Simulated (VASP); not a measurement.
# SnO2 (Pa-3) in VASP: notebook, part 2 of 2

VASP 6.6.1.

### 4 Single point, LDA

INCAR reads:

```
SYSTEM = SnO2
  PREC = Accurate
  ENCUT = 520
  EDIFF = 1E-6
  ISMEAR = -1
  SIGMA = 0.05
  LREAL = .FALSE.
  LASPH = .TRUE.
  NELM = 80
  ALGO = Normal
  ISIF = 2
  LWAVE = .FALSE.
  LCHARG = .FALSE.
  NBANDS = 64
```

KPOINTS reads:

```
regular mesh
0
G
  4 4 4
  0 0 0
```

POSCAR reads:

```
SnO2
1.0
    5.1752560000      0.0000000000      0.0000000000
    0.0000000000      5.1752560000      0.0000000000
    0.0000000000      0.0000000000      5.1752560000
Sn O
4 8
Direct
    0.0000000000      0.0000000000      0.0000000000
    0.5000000000      0.0000000000      0.5000000000
    0.5000000000      0.5000000000      0.0000000000
    0.0000000000      0.5000000000      0.5000000000
    0.6610980000      0.8389020000      0.1610980000
    0.8389020000      0.1610980000      0.6610980000
    0.1610980000      0.6610980000      0.8389020000
    0.3389020000      0.3389020000      0.3389020000
    0.6610980000      0.6610980000      0.6610980000
    0.8389020000      0.3389020000      0.1610980000
    0.1610980000      0.8389020000      0.3389020000
    0.3389020000      0.1610980000      0.8389020000
```

Potentials or basis: VASP PAW LDA potentials, release 64 (Sn_d, O).

Started as:

```bash
$ cat potpaw_LDA.64/Sn_d/POTCAR potpaw_LDA.64/O/POTCAR > POTCAR
$ mpirun -np 1 vasp_std > vasp.out
```

OUTCAR:

```text
SYSTEM = SnO2
   PREC = Accurate
   ENCUT = 520
   EDIFF = 1E-6
   ISMEAR = -1
   LREAL = .FALSE.
   LASPH = .TRUE.
   NELM = 80
   ISIF = 2

 ion  position               nearest neighbor table
   1  0.000  0.000  0.000-   5 2.11   6 2.11   7 2.11  10 2.11  11 2.11  12 2.11   2 3.66   3 3.66
                             4 3.66   2 3.66   4 3.66   3 3.66   4 3.66   4 3.66   2 3.66   3 3.66
   2  0.500  0.000  0.500-   5 2.11   6 2.11   8 2.11   9 2.11  11 2.11  12 2.11   1 3.66   3 3.66
                             4 3.66   1 3.66   3 3.66   3 3.66   4 3.66   3 3.66   1 3.66   4 3.66
   3  0.500  0.500  0.000-   5 2.11   7 2.11   8 2.11   9 2.11  10 2.11  12 2.11   1 3.66   2 3.66
                             4 3.66   2 3.66   4 3.66   1 3.66   2 3.66   2 3.66   1 3.66   4 3.66
   4  0.000  0.500  0.500-   6 2.11   7 2.11   8 2.11   9 2.11  10 2.11  11 2.11   1 3.66   2 3.66
                             3 3.66   1 3.66   3 3.66   1 3.66   2 3.66   1 3.66   2 3.66   3 3.66
   5  0.661  0.839  0.161-   1 2.11   2 2.11   3 2.11
   6  0.839  0.161  0.661-   1 2.11   2 2.11   4 2.11
   7  0.161  0.661  0.839-   1 2.11   3 2.11   4 2.11
   8  0.339  0.339  0.339-   2 2.11   3 2.11   4 2.11
   9  0.661  0.661  0.661-   2 2.11   3 2.11   4 2.11
  10  0.839  0.339  0.161-   1 2.11   3 2.11   4 2.11
  11  0.161  0.839  0.339-   1 2.11   2 2.11   4 2.11
  12  0.339  0.161  0.839-   1 2.11   2 2.11   3 2.11

  LATTYP: Found a simple cubic cell.
 ALAT       =     5.1752560000

  Lattice vectors:

 A1 = (   5.1752560000,   0.0000000000,   0.0000000000)
 A2 = (   0.0000000000,   5.1752560000,   0.0000000000)
 A3 = (   0.0000000000,   0.0000000000,   5.1752560000)

Analysis of symmetry for initial positions (statically):
=====================================================================
 Subroutine PRICEL returns:
 Original cell was already a primitive cell.

 Routine SETGRP: Setting up the symmetry group for a
 simple cubic supercell.

 Subroutine GETGRP returns: Found 24 space group operations
 (whereof  6 operations were pure point group operations)
 out of a pool of 48 trial point group operations.

The static configuration has the point symmetry S_6 .
 The point group associated with its full space group is T_h .

Analysis of symmetry for dynamics (positions and initial velocities):
=====================================================================
 Subroutine PRICEL returns:
 Original cell was already a primitive cell.

 Routine SETGRP: Setting up the symmetry group for a
 simple cubic supercell.

 Subroutine GETGRP returns: Found 24 space group operations
 (whereof  6 operations were pure point group operations)
 out of a pool of 48 trial point group operations.

The dynamic configuration has the point symmetry S_6 .
 The point group associated with its full space group is T_h .

 Subroutine INISYM returns: Found 24 space group operations
 (whereof  6 operations are pure point group operations),
 and found     1 'primitive' translations

----------------------------------------------------------------------------------------

                                     Primitive cell

  volume of cell :     138.6103

  direct lattice vectors                    reciprocal lattice vectors
     5.175256000  0.000000000  0.000000000     0.193227156  0.000000000  0.000000000
     0.000000000  5.175256000  0.000000000     0.000000000  0.193227156  0.000000000
[... 78 lines left out ...]
   ions per type =               4   8
   NGX,Y,Z   is equivalent  to a cutoff of  12.85, 12.85, 12.85 a.u.
   NGXF,Y,Z  is equivalent  to a cutoff of  25.70, 25.70, 25.70 a.u.
 SYSTEM =  SnO2
   PREC   = accura    normal or accurate (medium, high low for compatibility)
   ISTART =      0    job   : 0-new  1-cont  2-samecut
   ICHARG =      2    charge: 1-file 2-atom 10-const
   ISPIN  =      1    spin polarized calculation?
   LNONCOLLINEAR =      F non collinear calculations
   LSORBIT =      F    spin-orbit coupling
   LASPH  =      T    aspherical Exc in radial PAW
   ENCUT  =  520.0 eV  38.22 Ry    6.18 a.u.   9.62  9.62  9.62*2*pi/ulx,y,z
   NELM   =     80;   NELMIN=  2; NELMDL= -5     # of ELM steps
   EDIFF  = 0.1E-05   stopping-criterion for ELM
   LREAL  =      F    real-space projection
   EDIFFG = 0.1E-04   stopping-criterion for IOM
   NSW    =      0    number of steps for IOM
   IBRION =     -1    ionic relax: 0-MD 1-quasi-New 2-CG
   NFREE  =      0    steps in history (QN), initial steepest desc. (CG)
   ISIF   =      2    stress and relaxation
   ISYM   =      2    0-nonsym 1-usesym 2-fastsym
   POTIM  = 0.5000    time-step for ionic-motion
   TEBEG  =    0.0;   TEEND  =   0.0 temperature during run
   PSTRESS=    0.0 pullay stress
   NELECT =     104.0000    total number of electrons
   NUPDOWN=      -1.0000    fix difference up-down
   EMIN   =  10.00;   EMAX   =-10.00  energy-range for DOS
   EFERMI =   0.00;   METHOD = LEGACY
   ISMEAR =    -1;   SIGMA  =   0.05  broadening in eV -4-tet -1-fermi 0-gaus
   EFERMI_NEDOS =   21; number of points for ismear=-14 and -15
   IALGO  =     38    algorithm
   IMIX   =      4    mixing-type and parameters
     AMIX     =   0.40;   BMIX     =  1.00
     AMIX_MAG =   1.60;   BMIX_MAG =  1.00
  volume/ion in A,a.u.               =      11.55        77.95
  Fermi-wavevector in a.u.,A,eV,Ry     =   1.487604  2.811165 30.109240  2.212967
  Thomas-Fermi vector in A             =   2.600744
   LORBIT       =      0    0 simple, 1 ext, 2 COOP (PROOUT), +10 PAW based schemes
   GGA     = CA    functional components
   LHFCALC =     F    Hartree Fock is set to
   AEXX    =    0.0000 exact exchange contribution
   IVDW    =     0    specifies the selected vdW correction
   LEPSILON=     F    determine dielectric tensor
   LRPA    =     F    only Hartree local field effects (RPA)
 non-spin polarized calculation
  energy-cutoff  :      520.00
  volume of cell :      138.61
 maximum number of plane-waves:      3771
 NGX is ok and might be reduce to    40
   NGX = 19   NGY = 19   NGZ = 19

 number of electron     103.9999975 magnetization

 Free energy of the ion-electron system (eV)
  ---------------------------------------------------
  ext. energy  EPLUGINS =         0.00000000
  ---------------------------------------------------
  free energy    TOTEN  =       -83.42841999 eV

  energy without entropy =      -83.42778038  energy(sigma->0) =      -83.42810018

 E-fermi :   6.5843     XC(G=0): -12.1342

 val. band max:        6.2549908137   @ k =   0.5000   0.0000   0.0000
 cond. band min:       6.7556314972   @ k =   0.0000   0.0000   0.0000
 fundamental gap:      0.5006406835
 Fermi energy:         6.5842791240

 k-point     1 :       0.0000    0.0000    0.0000
  band No.  band energies     occupation
      1     -14.4130      2.00000
      2     -14.4130      2.00000
      3     -14.4130      2.00000
      4     -13.7551      2.00000
      5     -13.7551      2.00000
      6     -13.7551      2.00000
[... 726 lines left out ...]
     63      16.9711      0.00000
     64      16.9713      0.00000

------------------------ aborting loop because EDIFF is reached ----------------------------------------

  FORCE on cell =-STRESS in cart. coord.  units (eV):
  Direction    XX          YY          ZZ          XY          YZ          ZX
  --------------------------------------------------------------------------------------
  -------------------------------------------------------------------------------------
  Total      -10.1040575    -10.1040575    -10.1040575     -0.0000000     -0.0000000      0.0000000
  in kB     -116.7914041   -116.7914041   -116.7914041     -0.0000000     -0.0000000      0.0000000
  external PRESSURE =    -116.7914041 kB  Pullay stress =       0.0000000 kB

 VOLUME and BASIS-vectors are now :
 -----------------------------------------------------------------------------
  energy-cutoff  :      520.00
  volume of cell :      138.61
      direct lattice vectors                 reciprocal lattice vectors
     5.175256000  0.000000000  0.000000000     0.193227156  0.000000000  0.000000000
     0.000000000  5.175256000  0.000000000     0.000000000  0.193227156  0.000000000
     0.000000000  0.000000000  5.175256000     0.000000000  0.000000000  0.193227156

 POSITION                                       TOTAL-FORCE (eV/Angst)
 -----------------------------------------------------------------------------------
      0.00000      0.00000      0.00000        -0.000000      0.000000      0.000000
      2.58763      0.00000      2.58763        -0.000000      0.000000      0.000000
      2.58763      2.58763      0.00000        -0.000000      0.000000      0.000000
      0.00000      2.58763      2.58763        -0.000000      0.000000      0.000000
      3.42135      4.34153      0.83372         0.022530     -0.022530      0.022530
      4.34153      0.83372      3.42135        -0.022530      0.022530      0.022530
      0.83372      3.42135      4.34153         0.022530      0.022530     -0.022530
      1.75390      1.75390      1.75390        -0.022530     -0.022530     -0.022530
      3.42135      3.42135      3.42135         0.022530      0.022530      0.022530
      4.34153      1.75390      0.83372        -0.022530     -0.022530      0.022530
      0.83372      4.34153      1.75390         0.022530     -0.022530     -0.022530
      1.75390      0.83372      4.34153        -0.022530      0.022530     -0.022530
 -----------------------------------------------------------------------------------
    total drift:                                0.000000      0.000000     -0.000000

  FREE ENERGIE OF THE ION-ELECTRON SYSTEM (eV)
  ---------------------------------------------------
  free  energy   TOTEN  =       -83.4284199885 eV

  energy  without entropy=      -83.4277803791  energy(sigma->0) =      -83.42810018
```

Wall time 1.9 min (1 thread of AMD EPYC 7R43 (Zen 3), shared host); peak memory 0.19 GiB.

Results:

| Quantity | Value |
| --- | --- |
| Free energy | -83.4284 eV |
| Pressure | -11.7 GPa |
| Largest force | 0.039 eV/Å |
| Band gap on the k mesh | 0.50 eV, indirect (least direct gap 0.56 eV) |

Forces in eV/Å, atoms in the order of the input:
```
Sn   0.000  0.000  0.000
Sn   0.000  0.000  0.000
Sn   0.000  0.000  0.000
Sn   0.000  0.000  0.000
O    0.023 -0.023  0.023
O   -0.023  0.023  0.023
O    0.023  0.023 -0.023
O   -0.023 -0.023 -0.023
O    0.023  0.023  0.023
O   -0.023 -0.023  0.023
O    0.023 -0.023 -0.023
O   -0.023  0.023 -0.023
```

Levels at points of the mesh, in eV from the valence-band top:
```csv
k point,band 50,band 51,band 52,band 53,band 54,band 55
"(0.00, 0.00, 0.00)",-0.06,-0.06,-0.06,0.50,5.57,5.57
"(0.50, 0.00, 0.00)",-0.45,0.00,0.00,3.53,3.53,4.68
"(0.50, 0.50, 0.00)",-0.31,-0.31,-0.31,4.36,4.36,4.36
"(0.50, 0.50, 0.50)",-0.62,-0.62,-0.62,4.84,4.84,4.84
```

Caveat: spin-orbit coupling is left out, which moves the levels of the heavy elements. LDA gaps usually lie below the measured ones, often by a third to a half.

### 5 Overview

```tsv
level	potentials or basis	k mesh	smearing	gap on the mesh (eV)	pressure (GPa)
PBE	VASP PAW PBE potentials, release 64 (Sn_d, O)	5 × 5 × 5	gaussian 0.011 eV	0.56	0.0
PBE	VASP PAW PBE potentials, release 64 (Sn_d, O)	5 × 5 × 5	fermi-dirac 0.05 eV	0.56	0.0
LDA	VASP PAW LDA potentials, release 64 (Sn_d, O)	4 × 4 × 4	fermi-dirac 0.05 eV	0.50	-11.7
```

Alike in all rows: task single point; no spin polarisation; cell as given; cutoff (eV) 520.

Caveats: spin-orbit coupling is left out, which moves the levels of the heavy elements.

Total energies depend on the potentials used, so only differences within one code and one set of settings carry meaning.
